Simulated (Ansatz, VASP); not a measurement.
# One calculation of Ti2Al6H, two programs

File INCAR:

```
SYSTEM = Ti2Al6H
  ALGO = Normal
  DIPOL = 0.5 0.5 0.312
  EDIFF = 1E-6
  ENCUT = 520
  GGA = PE
  IDIPOL = 3
  ISIF = 2
  ISMEAR = 0
  IVDW = 12
  LASPH = .TRUE.
  LCHARG = .FALSE.
  LDIPOL = .TRUE.
  LREAL = .FALSE.
  LWAVE = .FALSE.
  NBANDS = 32
  NELM = 60
  PREC = Accurate
  SIGMA = 0.1
```

Contents of KPOINTS:

```
k-points
0
G
  6 6 1
  0 0 0
```

The input POSCAR:

```
Ti2Al6H
1.0
    5.0241861190      0.0000000000      0.0000000000
    2.1588814530      4.5367033218      0.0000000000
    0.0000000000      0.0000000000     21.2187109014
Al Ti H
6 2 1
Direct
    0.5000000000      0.0000000000      0.1885128658
    0.0000000000      0.5000000000      0.1885128658
    0.0000000000      0.0000000000      0.2517328341
    0.0000000000      0.5000000000      0.3193548961
    0.5000000000      0.0000000000      0.3193548961
    0.5000000000      0.5000000000      0.3826203646
    0.5000000000      0.5000000000      0.2517328341
    0.0000000000      0.0000000000      0.3797002555
    0.8333333333      1.0000000000      0.5287178356
```

Input for Ansatz:

```yaml
crystal:
  lattice:
    - [5.024186119, 0.0, 0.0]
    - [2.158881453, 4.5367033218, 0.0]
    - [0.0, 0.0, 21.2187109014]
  atoms:
    - { symbol: Al, position: [0.5, 0.0, 0.1885128658] }
    - { symbol: Al, position: [0.0, 0.5, 0.1885128658] }
    - { symbol: Ti, position: [0.5, 0.5, 0.2517328341] }
    - { symbol: Al, position: [0.0, 0.0, 0.2517328341] }
    - { symbol: Al, position: [0.0, 0.5, 0.3193548961] }
    - { symbol: Al, position: [0.5, 0.0, 0.3193548961] }
    - { symbol: Ti, position: [0.0, 0.0, 0.3797002555] }
    - { symbol: Al, position: [0.5, 0.5, 0.3826203646] }
    - { symbol: H, position: [0.8333333333, 1.0, 0.5287178356] }
basis:
  ecutwfc: 420
kpoints:
  mp_grid: { grid: [6, 6, 1] }
hamiltonian:
  xc: pbe
  pseudopotentials: { kind: paw, azcp: { folder: soft_1 } }
  dispersion: d3bj
scf:
  occupations: { method: gaussian, width: 0.1 }
output:
  forces: true
  eigenvalues: true
efield:
  axis: 3
  dipole_correction: true
  ramp_width: 0.04
```

Alike in both runs: task single point; functional PBE; dispersion D3(BJ); k mesh 6 × 6 × 1; occupations gaussian, width 0.1 eV; no spin polarisation.

```csv
,VASP,Ansatz
version,VASP 6.6.1,Ansatz 0.2.0
potentials or method,"VASP PAW PBE potentials, release 64 (Al, Ti_sv, H), cutoff 520 eV","scalar-relativistic, plane waves, PAW"
valence electrons in the cell,43,43
```

|  | VASP | Ansatz | Ansatz less VASP |
| --- | --- | --- | --- |
| gap on the k mesh at the Fermi level (eV) | none | none | - |
| rms of the force components (eV/Å) | 0.348 | 0.348 | -0.0002 |

A gap of «none» marks a metal or a gap that the smearing closes.
